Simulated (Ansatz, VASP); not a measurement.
Two plane-wave programs on Mg5O

The input INCAR:

```
SYSTEM = Mg5O
PREC = Accurate
ENCUT = 600
EDIFF = 1E-6
ISMEAR = 0
SIGMA = 0.1
LREAL = .FALSE.
LASPH = .TRUE.
NELM = 80
ALGO = Normal
ISIF = 3
LWAVE = .FALSE.
LCHARG = .FALSE.
GGA = PE
IBRION = 2
NSW = 100
EDIFFG = -0.01
```

The input KPOINTS:

```
Automatic mesh
0
G
  6 6 12
  0 0 0
```

File POSCAR:

```
Mg5O
1.0
    7.0554740015      0.0000000000      0.0000000000
   -3.5277370007      6.1102197210      0.0000000000
    0.0000000000      0.0000000000      2.9431117983
Mg O
5 1
Direct
    0.0000000000      0.2365885728      0.0000000000
    0.7634114272      0.7634114272      0.0000000000
    0.2365885728      0.0000000000      0.0000000000
    0.6666666667      0.3333333333      0.5000000000
    0.3333333333      0.6666666667      0.5000000000
    0.0000000000      0.0000000000      0.5000000000
```

Input for Ansatz:

```yaml
crystal:
  lattice:
    - [7.0554740015, 0.0, 0.0]
    - [-3.5277370007, 6.110219721, 0.0]
    - [0.0, 0.0, 2.9431117983]
  atoms:
    - { symbol: Mg, position: [0.0, 0.2365885728, 0.0] }
    - { symbol: Mg, position: [0.7634114272, 0.7634114272, 0.0] }
    - { symbol: Mg, position: [0.2365885728, 0.0, 0.0] }
    - { symbol: Mg, position: [0.6666666667, 0.3333333333, 0.5] }
    - { symbol: Mg, position: [0.3333333333, 0.6666666667, 0.5] }
    - { symbol: O, position: [0.0, 0.0, 0.5] }
basis:
  ecutwfc: 420
kpoints:
  mp_grid: { grid: [6, 6, 12] }
hamiltonian:
  xc: pbe
scf:
  occupations: { method: gaussian, width: 0.1 }
output:
  forces: true
  stress: true
  eigenvalues: true
relax:
  adjacent_minimum: "off"
  f_tol: 0.01
  max_steps: 80
  cell: { stress_tol: 0.05 }
```

Change from the starting cell: species swapped into the MgCd5 type (P-62m, No. 189).

Alike in both runs: task relaxation of cell and atoms; functional PBE; k mesh 6 × 6 × 12; occupations gaussian, width 0.1 eV; no spin polarisation.

```csv
,VASP,Ansatz
version,VASP 6.6.1,Ansatz 0.2.0
potentials or method,"VASP PAW PBE potentials, release 64 (Mg, O), cutoff 600 eV","scalar-relativistic, plane waves, PAW"
valence electrons in the cell,16,56
```

VASP gave:

- gap on the k mesh at the Fermi level, each at its own relaxed structure (eV): none
- relaxed volume (Å³/atom): 21.20
- relaxed length of the cell vector where the two differ most in proportion (Å): 2.906

Task: What did Ansatz give for the same quantities?

Result: gap on the k mesh at the Fermi level, each at its own relaxed structure (eV): none; relaxed volume (Å³/atom): 21.29; relaxed length of the cell vector where the two differ most in proportion (Å): 2.911.

A gap of «none» marks a metal or a gap that the smearing closes. VASP's potentials hold 16 valence electrons a cell and Ansatz's 56, so a difference there can come from the potentials and not from the codes.
